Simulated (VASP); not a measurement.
Crystal: NaCl.

```
Na Cl
1.0
     0.00000    3.01009    3.01009
     3.01009    0.00000    3.01009
     3.01009    3.01009    0.00000
Na Cl
1 1
Direct
  0.00000 0.00000 0.00000
  0.25000 0.25000 0.25000
```

This cell differs from its parent crystal: strain -2.5%.

Program: VASP 6.6.1. Alike in all runs: task single point; potentials or basis VASP PAW PBE potentials, release 64 (Na_pv, Cl); no spin polarisation; cell as given; smearing gaussian 0.01 eV.

Problem. Order these runs on this cell by their band gap on the k mesh, lowest first.
A. level r2SCAN; k mesh 8 × 8 × 8; cutoff (eV) 550
B. level PBE; k mesh 4 × 4 × 4; cutoff (eV) 500
C. level HSE06; k mesh 6 × 6 × 6; cutoff (eV) 400; grid for exact exchange (PRECFOCK) Normal; share of exact exchange 0.25; screening parameter 0.2079 1/Å

Solution. B (5.13 eV), A (5.75 eV), C (6.44 eV).

Caveats: some runs use coarse meshes.

A k mesh can miss the band edges.
